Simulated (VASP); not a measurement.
# Ag (Fm-3m) in VASP: further runs

Runs on Ag. Level: PBEsol. Tasks: single point, relaxation of volume and atoms at fixed shape.

Everything below comes from runs of VASP 6.6.1. Logs are shortened: lines on timing, memory, paths and dates and some standing lists are left out, and cuts for length are marked.

**1. The cell of the first run**

Symmetry: Fm-3m, No. 225, cubic system. Conventional cell: a = 4.055 Å, b = 4.055 Å, c = 4.055 Å, α = 90.00°, β = 90.00°, γ = 90.00°. Ag (site symmetry m-3m) has 12 Ag at 2.87 Å within 3.8 Å.

**2. Single point, PBEsol**

Contents of INCAR:

```
SYSTEM = Ag
  PREC = Accurate
  ENCUT = 520
  EDIFF = 1E-6
  ISMEAR = 1
  SIGMA = 0.05
  LREAL = .FALSE.
  LASPH = .TRUE.
  NELM = 100
  ALGO = Normal
  ISIF = 2
  LWAVE = .FALSE.
  LCHARG = .FALSE.
  GGA = PS
  NBANDS = 12
```

Contents of KPOINTS:

```
Automatic mesh
0
G
  20 20 20
  0 0 0
```

Contents of POSCAR:

```
Ag
1.0
    2.8669908290      0.0000000000      0.0000000000
    1.4334954145      2.4828868903      0.0000000000
    1.4334954145      0.8276289634      2.3408882094
Ag
1
Direct
    0.0000000000      0.0000000000      0.0000000000
```

Potentials or basis: VASP PAW PBE potentials, release 64 (Ag).

On the command line:

```sh
cat potpaw_PBE.64/Ag/POTCAR > POTCAR
mpirun -np 1 vasp_std > vasp.out
```

OUTCAR:

```text
SYSTEM = Ag
   PREC = Accurate
   ENCUT = 520
   EDIFF = 1E-6
   ISMEAR = 1
   LREAL = .FALSE.
   LASPH = .TRUE.
   NELM = 100
   ISIF = 2
   GGA = PS

 ion  position               nearest neighbor table
   1  0.000  0.000  0.000-

  LATTYP: Found a face centered cubic cell.
 ALAT       =     4.0545373135

  Lattice vectors:

 A1 = (   2.8669908290,   0.0000000000,   0.0000000000)
 A2 = (   1.4334954145,   2.4828868903,   0.0000000000)
 A3 = (   1.4334954145,   0.8276289634,   2.3408882094)

Analysis of symmetry for initial positions (statically):
=====================================================================
 Subroutine PRICEL returns:
 Original cell was already a primitive cell.

 Routine SETGRP: Setting up the symmetry group for a
 face centered cubic supercell.

 Subroutine GETGRP returns: Found 48 space group operations
 (whereof 48 operations were pure point group operations)
 out of a pool of 48 trial point group operations.

The static configuration has the point symmetry O_h .

Analysis of symmetry for dynamics (positions and initial velocities):
=====================================================================
 Subroutine PRICEL returns:
 Original cell was already a primitive cell.

 Routine SETGRP: Setting up the symmetry group for a
 face centered cubic supercell.

 Subroutine GETGRP returns: Found 48 space group operations
 (whereof 48 operations were pure point group operations)
 out of a pool of 48 trial point group operations.

The dynamic configuration has the point symmetry O_h .

 Subroutine INISYM returns: Found 48 space group operations
 (whereof 48 operations are pure point group operations),
 and found     1 'primitive' translations

----------------------------------------------------------------------------------------

                                     Primitive cell

  volume of cell :      16.6634

  direct lattice vectors                    reciprocal lattice vectors
     2.866990829  0.000000000  0.000000000     0.348797767 -0.201378485 -0.142396092
     1.433495415  2.482886890  0.000000000     0.000000000  0.402756970 -0.142396092
     1.433495415  0.827628963  2.340888209     0.000000000  0.000000000  0.427188277

  length of vectors
     2.866990829  2.866990829  2.866990829     0.427188277  0.427188277  0.427188277

  position of ions in fractional coordinates (direct lattice)
     0.000000000  0.000000000  0.000000000

  ion indices of the primitive-cell ions
   primitive index   ion index
                 1           1

----------------------------------------------------------------------------------------

 KPOINTS: Automatic mesh

Automatic generation of k-mesh.
 Grid dimensions read from file:
 generate k-points for:   20   20   20

 Generating k-lattice:

  Cartesian coordinates                     Fractional coordinates (reciprocal lattice)
     0.017439888 -0.010068924 -0.007119805     0.050000000  0.000000000 -0.000000000
     0.000000000  0.020137848 -0.007119805     0.000000000  0.050000000  0.000000000
     0.000000000  0.000000000  0.021359414     0.000000000  0.000000000  0.050000000

  Length of vectors
     0.021359414  0.021359414  0.021359414

  Shift w.r.t. Gamma in fractional coordinates (k-lattice)
     0.000000000  0.000000000  0.000000000

 Subroutine IBZKPT returns following result:
 ===========================================

 Found    256 irreducible k-points:

 Following reciprocal coordinates:
            Coordinates               Weight
  0.000000  0.000000  0.000000      1.000000
  0.050000  0.000000  0.000000      8.000000
  0.100000  0.000000  0.000000      8.000000
  0.150000 -0.000000 -0.000000      8.000000
  0.200000  0.000000  0.000000      8.000000
  0.250000  0.000000  0.000000      8.000000
[... 16 lines left out ...]
 -0.400000  0.050000  0.000000     24.000000
 -0.350000  0.050000 -0.000000     24.000000
 [... further k-points ...]
   k-points           NKPTS =    256   k-points in BZ     NKDIM =    256   number of bands    NBANDS=     12
   number of dos      NEDOS =    301   number of ions     NIONS =      1
   total plane-waves  NPLWV =  13824
   dimension x,y,z NGX =    24 NGY =   24 NGZ =   24
   dimension x,y,z NGXF=    48 NGYF=   48 NGZF=   48
   ions per type =               1
   NGX,Y,Z   is equivalent  to a cutoff of  13.92, 13.92, 13.92 a.u.
   NGXF,Y,Z  is equivalent  to a cutoff of  27.83, 27.83, 27.83 a.u.
 SYSTEM =  Ag
   PREC   = accura    normal or accurate (medium, high low for compatibility)
   ISTART =      0    job   : 0-new  1-cont  2-samecut
   ICHARG =      2    charge: 1-file 2-atom 10-const
   ISPIN  =      1    spin polarized calculation?
   LNONCOLLINEAR =      F non collinear calculations
   LSORBIT =      F    spin-orbit coupling
   LASPH  =      T    aspherical Exc in radial PAW
   ENCUT  =  520.0 eV  38.22 Ry    6.18 a.u.   5.33  5.33  5.33*2*pi/ulx,y,z
   NELM   =    100;   NELMIN=  2; NELMDL= -5     # of ELM steps
   EDIFF  = 0.1E-05   stopping-criterion for ELM
   LREAL  =      F    real-space projection
   EDIFFG = 0.1E-04   stopping-criterion for IOM
   NSW    =      0    number of steps for IOM
   IBRION =     -1    ionic relax: 0-MD 1-quasi-New 2-CG
   NFREE  =      0    steps in history (QN), initial steepest desc. (CG)
   ISIF   =      2    stress and relaxation
   ISYM   =      2    0-nonsym 1-usesym 2-fastsym
   POTIM  = 0.5000    time-step for ionic-motion
   TEBEG  =    0.0;   TEEND  =   0.0 temperature during run
   PSTRESS=    0.0 pullay stress
   NELECT =      11.0000    total number of electrons
   NUPDOWN=      -1.0000    fix difference up-down
   EMIN   =  10.00;   EMAX   =-10.00  energy-range for DOS
   EFERMI =   0.00;   METHOD = LEGACY
   ISMEAR =     1;   SIGMA  =   0.05  broadening in eV -4-tet -1-fermi 0-gaus
   EFERMI_NEDOS =   21; number of points for ismear=-14 and -15
   IALGO  =     38    algorithm
   IMIX   =      4    mixing-type and parameters
     AMIX     =   0.40;   BMIX     =  1.00
     AMIX_MAG =   1.60;   BMIX_MAG =  1.00
  volume/ion in A,a.u.               =      16.66       112.45
  Fermi-wavevector in a.u.,A,eV,Ry     =   1.425447  2.693704 27.645668  2.031899
  Thomas-Fermi vector in A             =   2.545830
   LORBIT       =      0    0 simple, 1 ext, 2 COOP (PROOUT), +10 PAW based schemes
   GGA     = PS    functional components
   LHFCALC =     F    Hartree Fock is set to
   AEXX    =    0.0000 exact exchange contribution
   IVDW    =     0    specifies the selected vdW correction
   LEPSILON=     F    determine dielectric tensor
   LRPA    =     F    only Hartree local field effects (RPA)
 non-spin polarized calculation
 Methfessel and Paxton  Order N= 1 SIGMA  =   0.05
  energy-cutoff  :      520.00
  volume of cell :       16.66
 maximum number of plane-waves:       464
 NGX is ok and might be reduce to    24
   NGX = 11   NGY = 11   NGZ = 11

 number of electron      11.0000001 magnetization

 Free energy of the ion-electron system (eV)
  ---------------------------------------------------
  ext. energy  EPLUGINS =         0.00000000
  ---------------------------------------------------
  free energy    TOTEN  =        -3.31166853 eV

  energy without entropy =       -3.31174722  energy(sigma->0) =       -3.31169476

 E-fermi :   8.5587     XC(G=0): -12.5493

 val. band max:        8.5067090314   @ k =   0.5000   0.3500   0.1500
 cond. band min:       8.6020403629   @ k =   0.5000   0.1000   0.0000
 fundamental gap:      0.0953313315
 Fermi energy:         8.5587417078

 k-point     1 :       0.0000    0.0000    0.0000
  band No.  band energies     occupation
      1       0.5527      2.00000
      2       3.7010      2.00000
      3       3.7010      2.00000
      4       3.7010      2.00000
      5       4.7913      2.00000
      6       4.7913      2.00000
      7      24.5879      0.00000
      8      28.2965      0.00000
      9      28.2965      0.00000
     10      28.2965      0.00000
     11      33.1742      0.00000
     12      34.4540      0.00000

 k-point     2 :       0.0500    0.0000    0.0000
  band No.  band energies     occupation
      1       0.6327      2.00000
      2       3.6813      2.00000
      3       3.7240      2.00000
      4       3.7240      2.00000
      5       4.7821      2.00000
      6       4.7821      2.00000
      7      24.6154      0.00000
      8      27.5954      0.00000
      9      28.3362      0.00000
     10      28.3362      0.00000
     11      33.3736      0.00000
     12      34.3485      0.00000

 k-point     3 :       0.1000    0.0000    0.0000
  band No.  band energies     occupation
      1       0.8660      2.00000
      2       3.6318      2.00000
      3       3.7857      2.00000
      4       3.7857      2.00000
      5       4.7618      2.00000
      6       4.7618      2.00000
      7      24.5356      0.00000
      8      26.2621      0.00000
      9      28.4397      0.00000
     10      28.4397      0.00000
     11      32.6834      0.00000
     12      33.9963      0.00000

 k-point     4 :       0.1500   -0.0000   -0.0000
  band No.  band energies     occupation
      1       1.2267      2.00000
      2       3.5874      2.00000
      3       3.8624      2.00000
      4       3.8624      2.00000
      5       4.7544      2.00000
      6       4.7544      2.00000
      7      23.5447      0.00000
      8      25.5773      0.00000
      9      28.5577      0.00000
     10      28.5577      0.00000
     11      31.8924      0.00000
     12      33.3844      0.00000

 k-point     5 :       0.2000    0.0000    0.0000
  band No.  band energies     occupation
      1       1.6467      2.00000
      2       3.6271      2.00000
      3       3.9142      2.00000
      4       3.9142      2.00000
      5       4.7981      2.00000
      6       4.7981      2.00000
      7      21.7670      0.00000
      8      25.4466      0.00000
      9      28.6010      0.00000
     10      28.6010      0.00000
     11      31.4997      0.00000
     12      32.6622      0.00000
[... 228 lines left out ...]
      1       2.0655      2.00000
      2       3.6488      2.00000
      3       3.7189      2.00000
      4       5.4306      2.00000
      5       5.6263      2.00000
      6       8.2115      2.00000
      7      12.3582      0.00000
      8      23.7944      0.00000
      9      26.1844      0.00000
     10      26.2864      0.00000
     11      31.9722      0.00000
     12      32.0313      0.00000

 k-point    22 :      -0.4500    0.0500    0.0000
  band No.  band energies     occupation
      1       2.0714      2.00000
      2       3.6588      2.00000
      3       3.7186      2.00000
      4       5.4491      2.00000
      5       5.5718      2.00000
      6       8.0369      2.00000
      7      12.5842      0.00000
      8      23.8006      0.00000
      9      25.9972      0.00000
     10      26.6027      0.00000
     11      31.8630      0.00000
     12      32.0602      0.00000

 k-point    23 :      -0.4000    0.0500    0.0000
  band No.  band energies     occupation
      1       2.1069      2.00000
      2       3.6976      2.00000
      3       3.7473      2.00000
      4       5.3474      2.00000
      5       5.4408      2.00000
      6       7.1442      2.00000
      7      13.8242      0.00000
      8      23.9369      0.00000
      9      26.0484      0.00000
     10      27.1606      0.00000
     11      31.7190      0.00000
     12      31.9981      0.00000

 k-point    24 :      -0.3500    0.0500   -0.0000
  band No.  band energies     occupation
      1       2.1575      2.00000
      2       3.7577      2.00000
      3       3.8008      2.00000
      4       5.0821      2.00000
      5       5.2533      2.00000
      6       6.1944      2.00000
      7      15.4783      0.00000
      8      24.1837      0.00000
      9      26.3099      0.00000
     10      27.9372      0.00000
     11      31.5354      0.00000
     12      31.7811      0.00000

 [... further k-points ...]
[... 5 lines left out ...]
  --------------------------------------------------------------------------------------
  -------------------------------------------------------------------------------------
  Total       -0.0234692     -0.0234692     -0.0234692      0.0000000      0.0000000      0.0000000
  in kB       -2.2565530     -2.2565530     -2.2565530      0.0000000      0.0000000      0.0000000
  external PRESSURE =      -2.2565530 kB  Pullay stress =       0.0000000 kB

 VOLUME and BASIS-vectors are now :
 -----------------------------------------------------------------------------
  energy-cutoff  :      520.00
  volume of cell :       16.66
      direct lattice vectors                 reciprocal lattice vectors
     2.866990829  0.000000000  0.000000000     0.348797767 -0.201378485 -0.142396092
     1.433495415  2.482886890  0.000000000     0.000000000  0.402756970 -0.142396092
     1.433495415  0.827628963  2.340888209     0.000000000  0.000000000  0.427188277

 POSITION                                       TOTAL-FORCE (eV/Angst)
 -----------------------------------------------------------------------------------
      0.00000      0.00000      0.00000        -0.000000      0.000000      0.000000
 -----------------------------------------------------------------------------------
    total drift:                               -0.000000     -0.000000     -0.000000

  FREE ENERGIE OF THE ION-ELECTRON SYSTEM (eV)
  ---------------------------------------------------
  free  energy   TOTEN  =        -3.3116685293 eV

  energy  without entropy=       -3.3117472190  energy(sigma->0) =       -3.31169476
```

It took 32 s on 1 thread of AMD EPYC 7R13 (Zen 3), shared host; peak memory 0.15 GiB.

Results:

```
Free energy : -3.3117 eV
Pressure    : -0.2 GPa
```

Levels at points of the mesh, in eV from the Fermi level:
```tsv
k point	band 2	band 3	band 4	band 5	band 6	band 7	band 8	band 9	band 10	band 11
(0.00, 0.00, 0.00)	-4.86	-4.86	-4.86	-3.77	-3.77	16.03	19.74	19.74	19.74	24.62
(0.50, 0.00, 0.00)	-4.88	-4.88	-2.94	-2.94	-0.53	3.71	15.27	18.04	18.04	23.15
(0.50, 0.50, 0.00)	-6.43	-2.97	-2.72	-2.72	1.51	6.89	10.71	10.71	17.44	17.52
```

Caveat: the PAW data sets were made with another functional, which shifts forces and pressure a little.

(Part 1 of 2 ends here.)
